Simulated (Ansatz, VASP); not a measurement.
One calculation of Rh, two programs

```
Rh
1.0
     5.36480    0.00000    0.00000
     0.00000    5.36480    0.00000
     0.00000    0.00000   24.28202
Rh
16
Direct
  0.25000 0.25000 0.32946
  0.25000 0.75000 0.32946
  0.75000 0.25000 0.32946
  0.75000 0.75000 0.32946
  0.50000 0.50000 0.40757
  0.50000 0.00000 0.40757
  0.00000 0.50000 0.40757
  0.00000 0.00000 0.40757
  0.75013 0.74999 0.48633
  0.75000 0.24998 0.48608
  0.25016 0.74999 0.48638
  0.25040 0.24998 0.48609
  0.00038 0.00252 0.56519
  0.00040 0.49745 0.56520
  0.50046 0.99881 0.56215
  0.50046 0.50116 0.56216
```

Alike in both runs: task single point; functional PBE; dispersion D3(BJ); k mesh 4 × 4 × 1; occupations gaussian, width 0.1 eV; no spin polarisation.

|  | VASP | Ansatz |
| --- | --- | --- |
| version | VASP 6.6.1 | Ansatz 0.2.0 |
| potentials or method | VASP PAW PBE potentials, release 64 (Rh_pv), cutoff 520 eV | scalar-relativistic, plane waves, PAW |
| valence electrons in the cell | 240 | 272 |

|  | VASP | Ansatz | Ansatz less VASP |
| --- | --- | --- | --- |
| gap on the k mesh at the Fermi level (eV) | none | none | - |
| rms of the force components (eV/Å) | 0.186 | 0.186 | -0.0004 |
| work function, face that differs most (eV) | 5.11 | 5.11 | +0.001 |

Atom by atom the forces differ by 0.001 eV/Å (rms over components). A gap of «none» marks a metal or a gap that the smearing closes. VASP's potentials hold 240 valence electrons a cell and Ansatz's 272, so a difference there can come from the potentials and not from the codes. Ansatz's warnings: near symmetry operation missed by atoms.
